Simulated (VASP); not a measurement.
Write the native input for VASP 6.6.1 that does the following.

```
Task                   : relaxation of cell and atoms
Functional             : PBEsol
Potentials or basis    : VASP PAW PBE potentials, release 64 (Cu)
Cutoff                 : 600 eV
k mesh                 : 15 × 15 × 15
Occupations            : fermi-dirac, width 0.1 eV
Spin                   : no spin polarisation
Dipole correction      : no
Further INCAR settings : ALGO = Normal; EDIFF = 1e-06; IBRION = 2; EDIFFG = -0.01; NSW = 80; ISIF = 3
```

The structure of Cu lies in POSCAR:

```
Cu
1.0
   -1.4427930000      1.4427930000      1.3760810000
    1.4427930000     -1.4427930000      1.3760810000
    1.4427930000      1.4427930000     -1.3760810000
Cu
1
Direct
    0.0000000000      0.0000000000      0.0000000000
```

The input as run:

INCAR

```
ALGO     = Normal         # electronic algorithm
EDIFF    = 1E-6           # SCF threshold, eV
EDIFFG   = -0.01          # ionic threshold
ENCUT    = 600            # plane-wave cutoff, eV
GGA      = PS             # functional
IBRION   = 2              # ionic algorithm
ISIF     = 3              # what is computed and relaxed
ISMEAR   = -1             # smearing method
LASPH    = True           # aspherical terms in the spheres
LCHARG   = False          # write CHGCAR
LREAL    = False          # projectors in reciprocal space
LWAVE    = False          # write WAVECAR
NELM     = 60             # most SCF steps
NSW      = 80             # ionic steps
PREC     = Accurate       # precision mode
SIGMA    = 0.1            # smearing width, eV
```

KPOINTS

```
k-points
0
Gamma
  15 15 15
```

Potentials or basis: VASP PAW PBE potentials, release 64 (Cu).

Run with:

```console
$ cat potpaw_PBE.64/Cu/POTCAR > POTCAR
$ mpirun -np 1 vasp_std > vasp.out
```

It gave:

The relaxed volume is 11.42 Å³/atom. The relaxed cell is a = 2.458 Å, b = 2.458 Å, c = 2.458 Å, α = 108.21°, β = 108.21°, γ = 112.03°. The space group after relaxing (to 0.05 Å) is I4/mmm (No. 139) and the energy gained by relaxing is 0.1 meV/atom. The ionic steps are 4. The pressure after relaxing is 0.0 GPa.

Caveat: the PAW data sets were made with another functional, which shifts forces and pressure a little.

It took 36 s on 1 thread of AMD EPYC 9R45 96-Core Processor (Zen 5) (shared host), peak memory 0.13 GiB.
